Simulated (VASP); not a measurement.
# Na4AlO (Immm) in VASP: a series of runs

The runs below take Na4AlO through single point, with PBE.

Everything below comes from runs of VASP 6.6.1. Logs are shortened: lines on timing, memory, paths and dates and some standing lists are left out, and cuts for length are marked.

### Step 1. The cell of the first run

The structure is orthorhombic, space group Immm (No. 71). Conventional cell: a = 3.505 Å, b = 3.710 Å, c = 23.712 Å, α = 90.00°, β = 90.00°, γ = 90.00°. Within 3.3 Å of Na (site symmetry mm2) lie 2 O at 2.51 Å and 4 Al at 3.12 Å. Na (site symmetry mm2) has 12 Na at 3.50 to 3.76 Å and 1 Al at 4.55 Å within 4.6 Å. Al (site symmetry mmm) has 2 O at 1.86 Å within 2.5 Å. O (site symmetry mmm) has 2 Al at 1.86 Å and 4 Na at 2.51 Å within 2.6 Å.

### Step 2. Single point, PBE

The input, INCAR:

```
SYSTEM = Na4AlO
PREC = Accurate
ENCUT = 520
EDIFF = 1E-7
ISMEAR = 0
SIGMA = 0.2
LREAL = .FALSE.
LASPH = .TRUE.
NELM = 100
ALGO = Normal
ISIF = 2
LWAVE = .FALSE.
LCHARG = .FALSE.
GGA = PE
NBANDS = 49
```

The input, KPOINTS:

```
Automatic mesh
0
G
  4 4 4
  0 0 0
```

The input, POSCAR:

```
Na4AlO
1.0
   -3.5047786191      3.7103368771      0.0000000000
    3.5047786191      3.7103368771      0.0000000000
   -1.7523893096      1.8551684386    -11.8559698725
Na Al O
8 2 2
Direct
    0.3255969742      0.2500000000      0.8488060516
    0.8255969742      0.7500000000      0.8488060516
    0.1744030258      0.2500000000      0.1511939484
    0.6744030258      0.7500000000      0.1511939484
    0.9417029132      0.2500000000      0.6165941735
    0.4417029132      0.7500000000      0.6165941735
    0.5582970868      0.2500000000      0.3834058265
    0.0582970868      0.7500000000      0.3834058265
    0.7500000000      0.2500000000      0.0000000000
    0.2500000000      0.7500000000      1.0000000000
    0.5000000000      0.0000000000      0.0000000000
    0.0000000000      0.5000000000      0.0000000000
```

Potentials or basis: VASP PAW PBE potentials, release 64 (Na_pv, Al, O).

Command:

```bash
> cat potpaw_PBE.64/Na_pv/POTCAR potpaw_PBE.64/Al/POTCAR potpaw_PBE.64/O/POTCAR > POTCAR
> mpirun -np 1 vasp_std > vasp.out
```

OUTCAR:

```text
SYSTEM = Na4AlO
   PREC = Accurate
   ENCUT = 520
   EDIFF = 1E-7
   ISMEAR = 0
   LREAL = .FALSE.
   LASPH = .TRUE.
   NELM = 100
   ISIF = 2
   GGA = PE

 ion  position               nearest neighbor table
   1  0.326  0.250  0.849-
   2  0.826  0.750  0.849-
   3  0.174  0.250  0.151-
   4  0.674  0.750  0.151-
   5  0.942  0.250  0.617-
   6  0.442  0.750  0.617-
   7  0.558  0.250  0.383-
   8  0.058  0.750  0.383-
   9  0.750  0.250  0.000-  11 1.86  12 1.86
  10  0.250  0.750  0.000-  11 1.86  12 1.86
  11  0.500  0.000  0.000-   9 1.86  10 1.86
  12  0.000  0.500  0.000-   9 1.86  10 1.86

  LATTYP: Found a base centered monoclinic cell.
 ALAT       =     5.1039272047
 B/A-ratio  =     4.6458224803
 C/A-ratio  =     1.0000000000
 COS(beta)  =    -0.0569336822

  Lattice vectors:

 A1 = (   1.7523893096,  -1.8551684386,  11.8559698725)
 A2 = (   1.7523893095,  -1.8551684385, -11.8559698725)
 A3 = (   3.5047786191,   3.7103368771,   0.0000000000)

Analysis of symmetry for initial positions (statically):
=====================================================================
 Subroutine PRICEL returns following result:

  LATTYP: Found a body centered orthorhombic cell.
 ALAT       =     3.5047786191
 B/A-ratio  =     1.0586508537
 C/A-ratio  =     6.7656027162

  Lattice vectors:

 A1 = (  -1.7523893095,   1.8551684385,  11.8559698725)
 A2 = (   1.7523893096,  -1.8551684386,  11.8559698725)
 A3 = (   1.7523893095,   1.8551684386, -11.8559698725)

   2 primitive cells build up your supercell.

 Routine SETGRP: Setting up the symmetry group for a
 base centered monoclinic supercell.

 Subroutine GETGRP returns: Found  4 space group operations
 (whereof  4 operations were pure point group operations)
 out of a pool of  4 trial point group operations.

The static configuration has the point symmetry C_2h.

Analysis of symmetry for dynamics (positions and initial velocities):
=====================================================================
 Subroutine PRICEL returns following result:

  LATTYP: Found a body centered orthorhombic cell.
 ALAT       =     3.5047786191
 B/A-ratio  =     1.0586508537
 C/A-ratio  =     6.7656027162

  Lattice vectors:

 A1 = (  -1.7523893095,   1.8551684385,  11.8559698725)
 A2 = (   1.7523893096,  -1.8551684386,  11.8559698725)
 A3 = (   1.7523893095,   1.8551684386, -11.8559698725)

   2 primitive cells build up your supercell.

 Routine SETGRP: Setting up the symmetry group for a
 base centered monoclinic supercell.

 Subroutine GETGRP returns: Found  4 space group operations
 (whereof  4 operations were pure point group operations)
 out of a pool of  4 trial point group operations.

The dynamic configuration has the point symmetry C_2h.

 Subroutine INISYM returns: Found  4 space group operations
 (whereof  4 operations are pure point group operations),
 and found     2 'primitive' translations

----------------------------------------------------------------------------------------

                                     Primitive cell

  volume of cell :     154.1740

  direct lattice vectors                    reciprocal lattice vectors
    -1.752389309  1.855168438 11.855969872     0.000000000  0.269517306  0.042172847
     1.752389310 -1.855168439 11.855969872     0.285324726  0.000000000  0.042172847
     1.752389309  1.855168439-11.855969872     0.285324726  0.269517306 -0.000000000

  length of vectors
    12.127511692 12.127511692 12.127511692     0.272796861  0.288424597  0.392491755

  position of ions in fractional coordinates (direct lattice)
     0.575596974  0.075596974  0.500000000
     0.424403026  0.924403026  0.500000000
     0.191702913  0.691702913  0.500000000
     0.808297087  0.308297087  0.500000000
     0.000000000  0.500000000  0.500000000
     0.500000000  0.500000000  0.000000000

  ion indices of the primitive-cell ions
   primitive index   ion index
                 1           1
                 2           3
                 3           5
                 4           7
                 5           9
                 6          11

----------------------------------------------------------------------------------------

 KPOINTS: Automatic mesh

Automatic generation of k-mesh.
 Grid dimensions read from file:
 generate k-points for:    4    4    4

 Generating k-lattice:

  Cartesian coordinates                     Fractional coordinates (reciprocal lattice)
    -0.035665591  0.033689663  0.010543212     0.250000000  0.000000000  0.000000000
     0.035665591  0.033689663 -0.000000000     0.000000000  0.250000000  0.000000000
     0.000000000  0.000000000 -0.021086423     0.000000000  0.000000000  0.250000000

  Length of vectors
     0.050181541  0.049061469  0.021086423

  Shift w.r.t. Gamma in fractional coordinates (k-lattice)
     0.000000000  0.000000000  0.000000000

 Subroutine IBZKPT returns following result:
 ===========================================

 Found     24 irreducible k-points:

 Following reciprocal coordinates:
            Coordinates               Weight
  0.000000  0.000000  0.000000      1.000000
  0.250000 -0.000000  0.000000      4.000000
  0.500000 -0.000000  0.000000      2.000000
 -0.000000  0.250000 -0.000000      2.000000
  0.250000  0.250000  0.000000      4.000000
  0.500000  0.250000  0.000000      4.000000
[... 16 lines left out ...]
 -0.000000  0.250000  0.500000      2.000000
 -0.000000  0.500000  0.500000      1.000000
   k-points           NKPTS =     24   k-points in BZ     NKDIM =     24   number of bands    NBANDS=     49
   number of dos      NEDOS =    301   number of ions     NIONS =     12
   total plane-waves  NPLWV = 144000
   dimension x,y,z NGX =    40 NGY =   40 NGZ =   90
   dimension x,y,z NGXF=    80 NGYF=   80 NGZF=  180
   ions per type =               8   2   2
   NGX,Y,Z   is equivalent  to a cutoff of  13.03, 13.03, 12.34 a.u.
   NGXF,Y,Z  is equivalent  to a cutoff of  26.06, 26.06, 24.67 a.u.
 SYSTEM =  Na4AlO
   PREC   = accura    normal or accurate (medium, high low for compatibility)
   ISTART =      0    job   : 0-new  1-cont  2-samecut
   ICHARG =      2    charge: 1-file 2-atom 10-const
   ISPIN  =      1    spin polarized calculation?
   LNONCOLLINEAR =      F non collinear calculations
   LSORBIT =      F    spin-orbit coupling
   LASPH  =      T    aspherical Exc in radial PAW
   ENCUT  =  520.0 eV  38.22 Ry    6.18 a.u.   9.49  9.49 22.55*2*pi/ulx,y,z
   NELM   =    100;   NELMIN=  2; NELMDL= -5     # of ELM steps
   EDIFF  = 0.1E-06   stopping-criterion for ELM
   LREAL  =      F    real-space projection
   EDIFFG = 0.1E-05   stopping-criterion for IOM
   NSW    =      0    number of steps for IOM
   IBRION =     -1    ionic relax: 0-MD 1-quasi-New 2-CG
   NFREE  =      0    steps in history (QN), initial steepest desc. (CG)
   ISIF   =      2    stress and relaxation
   ISYM   =      2    0-nonsym 1-usesym 2-fastsym
   POTIM  = 0.5000    time-step for ionic-motion
   TEBEG  =    0.0;   TEEND  =   0.0 temperature during run
   PSTRESS=    0.0 pullay stress
   NELECT =      74.0000    total number of electrons
   NUPDOWN=      -1.0000    fix difference up-down
   EMIN   =  10.00;   EMAX   =-10.00  energy-range for DOS
   EFERMI =   0.00;   METHOD = LEGACY
   ISMEAR =     0;   SIGMA  =   0.20  broadening in eV -4-tet -1-fermi 0-gaus
   EFERMI_NEDOS =   21; number of points for ismear=-14 and -15
   IALGO  =     38    algorithm
   IMIX   =      4    mixing-type and parameters
     AMIX     =   0.40;   BMIX     =  1.00
     AMIX_MAG =   1.60;   BMIX_MAG =  1.00
  volume/ion in A,a.u.               =      25.70       173.40
  Fermi-wavevector in a.u.,A,eV,Ry     =   1.017353  1.922519 14.082131  1.035007
  Thomas-Fermi vector in A             =   2.150749
   LORBIT       =      0    0 simple, 1 ext, 2 COOP (PROOUT), +10 PAW based schemes
   GGA     = PE    functional components
   LHFCALC =     F    Hartree Fock is set to
   AEXX    =    0.0000 exact exchange contribution
   IVDW    =     0    specifies the selected vdW correction
   LEPSILON=     F    determine dielectric tensor
   LRPA    =     F    only Hartree local field effects (RPA)
 non-spin polarized calculation
 Gauss-broadening in eV      SIGMA  =   0.20
  energy-cutoff  :      520.00
  volume of cell :      308.35
 maximum number of plane-waves:      8339
 NGX is ok and might be reduce to    40

 number of electron      74.0000009 magnetization

 Free energy of the ion-electron system (eV)
  ---------------------------------------------------
  ext. energy  EPLUGINS =         0.00000000
  ---------------------------------------------------
  free energy    TOTEN  =       -34.84783376 eV

  energy without entropy =      -34.73886753  energy(sigma->0) =      -34.79335065

 E-fermi :   1.5619     XC(G=0):  -7.3941

 val. band max:        1.5602470726   @ k =   0.5000   0.5000   0.2500
 cond. band min:       1.5835345913   @ k =   0.5000   0.5000   0.0000
 fundamental gap:      0.0232875187
 Fermi energy:         1.5618596391

 k-point     1 :       0.0000    0.0000    0.0000
  band No.  band energies     occupation
      1     -23.4146      2.00000
      2     -23.4146      2.00000
      3     -23.3996      2.00000
      4     -23.3993      2.00000
      5     -23.3993      2.00000
      6     -23.3872      2.00000
[... 41 lines left out ...]
     48       6.3232      0.00000
     49       6.5077      0.00000

 k-point     2 :       0.2500   -0.0000    0.0000
  band No.  band energies     occupation
      1     -23.4101      2.00000
      2     -23.4098      2.00000
      3     -23.3983      2.00000
      4     -23.3983      2.00000
      5     -23.3969      2.00000
      6     -23.3902      2.00000
[... 1136 lines left out ...]
 k-point    24 :      -0.0000    0.5000    0.5000
  band No.  band energies     occupation
      1     -23.3995      2.00000
      2     -23.3995      2.00000
      3     -23.3990      2.00000
      4     -23.3990      2.00000
      5     -23.3950      2.00000
      6     -23.3950      2.00000
[... 41 lines left out ...]
     48       5.8650      0.00000
     49       6.1316      0.00000

------------------------ aborting loop because EDIFF is reached ----------------------------------------

  FORCE on cell =-STRESS in cart. coord.  units (eV):
  Direction    XX          YY          ZZ          XY          YZ          ZX
  --------------------------------------------------------------------------------------
  -------------------------------------------------------------------------------------
  Total       -0.1054615     -0.0173698      0.0544598      0.0097890     -0.0000000      0.0000000
  in kB       -0.5479785     -0.0902535      0.2829732      0.0508639     -0.0000000      0.0000000
  external PRESSURE =      -0.1184196 kB  Pullay stress =       0.0000000 kB

 VOLUME and BASIS-vectors are now :
 -----------------------------------------------------------------------------
  energy-cutoff  :      520.00
  volume of cell :      308.35
      direct lattice vectors                 reciprocal lattice vectors
    -3.504778619  3.710336877  0.000000000    -0.142662363  0.134758653  0.042172847
     3.504778619  3.710336877  0.000000000     0.142662363  0.134758653 -0.000000000
    -1.752389310  1.855168439-11.855969872     0.000000000  0.000000000 -0.084345693

 POSITION                                       TOTAL-FORCE (eV/Angst)
 -----------------------------------------------------------------------------------
     -1.75239      3.71034    -10.06342        -0.000000      0.000000     -0.010034
     -1.75239      7.42067    -10.06342        -0.000000      0.000000     -0.010034
     -0.00000      1.85517     -1.79255         0.000000     -0.000000      0.010034
     -0.00000      5.56551     -1.79255         0.000000     -0.000000      0.010034
     -3.50478      5.56551     -7.31032        -0.000000      0.000000     -0.022073
      0.00000      5.56551     -7.31032        -0.000000      0.000000     -0.022073
     -1.75239      3.71034     -4.54565         0.000000     -0.000000      0.022073
      1.75239      3.71034     -4.54565         0.000000     -0.000000      0.022073
     -1.75239      3.71034      0.00000        -0.000000      0.000000     -0.000000
      1.75239      3.71034      0.00000         0.000000      0.000000     -0.000000
     -1.75239      1.85517      0.00000         0.000000     -0.000000     -0.000000
      1.75239      1.85517      0.00000        -0.000000      0.000000     -0.000000
 -----------------------------------------------------------------------------------
    total drift:                               -0.000000     -0.000000     -0.000000

  FREE ENERGIE OF THE ION-ELECTRON SYSTEM (eV)
  ---------------------------------------------------
  free  energy   TOTEN  =       -34.8478337649 eV

  energy  without entropy=      -34.7388675308  energy(sigma->0) =      -34.79335065
```

Wall time 4.8 min (1 thread of Intel Xeon Platinum 8488C (Sapphire Rapids), shared host); peak memory 0.54 GiB.

What came out:

```yaml
Free_energy: -34.8478 eV
Pressure: 0.0 GPa
Largest_force: 0.022 eV/Å
Band_gap_on_the_k_mesh: zero (bands 37 and 38 overlap by 1.06 eV)
```

Forces in eV/Å, atoms in the order of the input:
```
Na   0.000  0.000 -0.010
Na   0.000  0.000 -0.010
Na   0.000  0.000  0.010
Na   0.000  0.000  0.010
Na   0.000  0.000 -0.022
Na   0.000  0.000 -0.022
Na   0.000  0.000  0.022
Na   0.000  0.000  0.022
Al   0.000  0.000  0.000
Al   0.000  0.000  0.000
O    0.000  0.000  0.000
O    0.000  0.000  0.000
```

### Step 3. Single point, PBE, collinear spin, ferromagnetic start

This run uses another cell than the first one: it holds 6 atoms, not 12.

The input, INCAR:

```
PREC = Accurate
ENCUT = 520
EDIFF = 1E-6
ISMEAR = 0
SIGMA = 0.1
LREAL = False
LASPH = True
NELM = 150
ALGO = Normal
ISIF = 2
LWAVE = False
LCHARG = False
ISPIN = 2
MAGMOM = 0 0 0 0 0 1
LORBIT = 11
GGA = PE
NBANDS = 32
```

The input, KPOINTS:

```
regular mesh
0
Gamma
  6 6 6
```

The input, POSCAR:

```
Na4AlO
1.0
   -1.7428342857      1.8642308144     11.8223549455
    1.7428342857     -1.8642308144     11.8223549455
    1.7428342857      1.8642308144    -11.8223549455
Na Al O
4 1 1
Direct
    0.5754243565      0.0754243565      0.5000000000
    0.4245756435      0.9245756435      0.5000000000
    0.1899706567      0.6899706567      0.5000000000
    0.8100293433      0.3100293433      0.5000000000
    0.0000000000      0.5000000000      0.5000000000
    0.5000000000      0.5000000000      0.0000000000
```

Potentials or basis: VASP PAW PBE potentials, release 64 (Na_pv, Al, O).

Command:

```bash
> cat potpaw_PBE.64/Na_pv/POTCAR potpaw_PBE.64/Al/POTCAR potpaw_PBE.64/O/POTCAR > POTCAR
> mpirun -np 1 vasp_std > vasp.out
```

Wall time 58 min (1 thread of AMD EPYC 9R45 (Zen 5), shared host); peak memory 1.9 GiB.

It converged, with:

| Quantity | Value |
| --- | --- |
| Free energy | -17.4116 eV |
| Pressure | 0.1 GPa |
| Largest force | 0.030 eV/Å |
| Net moment | 0.00 μB per cell |
| Valence electrons inside the program's atomic spheres | Na 6.06, 6.07 (each value once); Al 0.72; O 5.04 |

Forces on the atoms (eV/Å):
```
Na   0.000  0.000  0.001
Na   0.000  0.000 -0.001
Na   0.000  0.000  0.030
Na   0.000  0.000 -0.030
Al   0.000  0.000  0.000
O    0.000  0.000  0.000
```

Stress tensor (GPa, compression positive):
```
 0.27  0.00  0.00
 0.00 -0.20  0.00
 0.00  0.00  0.09
```

Levels at points of the mesh, in eV from the Fermi level:
Spin up:
```tsv
k point	band 15	band 16	band 17	band 18	band 19	band 20	band 21	band 22	band 23	band 24
(0.00, 0.00, 0.00)	-5.21	-3.97	-3.88	-2.72	-1.85	0.32	1.15	5.06	5.13	6.88
(0.50, 0.00, 0.00)	-4.54	-3.71	-0.92	-0.89	-0.16	-0.15	1.16	1.30	2.69	2.86
(0.00, 0.50, 0.00)	-5.54	-4.69	-1.10	-0.03	0.06	0.59	1.21	1.25	2.48	2.70
(0.50, 0.50, 0.00)	-4.79	-4.30	-1.00	1.17	1.57	2.29	2.41	2.90	2.91	3.01
(0.50, 0.50, 0.50)	-5.21	-3.92	-3.88	-2.92	-1.41	-0.47	2.66	2.83	6.61	6.88
```
Spin down:
```csv
k point,band 17,band 18,band 19,band 20,band 21,band 22
"(0.00, 0.00, 0.00)",-3.88,-2.73,-1.85,0.32,1.15,5.06
"(0.50, 0.00, 0.00)",-0.92,-0.89,-0.16,-0.15,1.16,1.29
"(0.00, 0.50, 0.00)",-1.10,-0.03,0.06,0.59,1.21,1.25
"(0.50, 0.50, 0.00)",-1.00,1.17,1.57,2.29,2.41,2.90
"(0.50, 0.50, 0.50)",-3.88,-2.92,-1.41,-0.47,2.66,2.83
```

The gap in the log of VASP goes by the Fermi energy; the results here count the filled bands.